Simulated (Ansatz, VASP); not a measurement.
# Sb: VASP beside Ansatz

```
CELL_PARAMETERS angstrom
3.10945 0.00000 0.00000
0.00000 3.10945 0.00000
0.00000 0.00000 3.10984
ATOMIC_POSITIONS crystal
Sb 0.00000 0.00000 0.50000
```

Alike in both runs: task single point; functional r2SCAN; k mesh 18 × 18 × 18; occupations gaussian, width 0.1 eV; no spin polarisation.

|  | VASP | Ansatz |
| --- | --- | --- |
| version | VASP 6.6.1 | Ansatz 0.2.0 |
| potentials or method | VASP PAW PBE potentials, release 64 (Sb), cutoff 550 eV | scalar-relativistic, plane waves, PAW |
| valence electrons in the cell | 5 | 15 |

```csv
,VASP,Ansatz,Ansatz less VASP
gap on the k mesh at the Fermi level (eV),none,none,-
pressure (GPa),-1.2,-1.2,-0.01
```

VASP's potentials were made for PBE, not for r2SCAN. A gap of «none» marks a metal or a gap that the smearing closes. VASP's potentials hold 5 valence electrons a cell and Ansatz's 15, so a difference there can come from the potentials and not from the codes.

Spin-orbit coupling is off throughout.
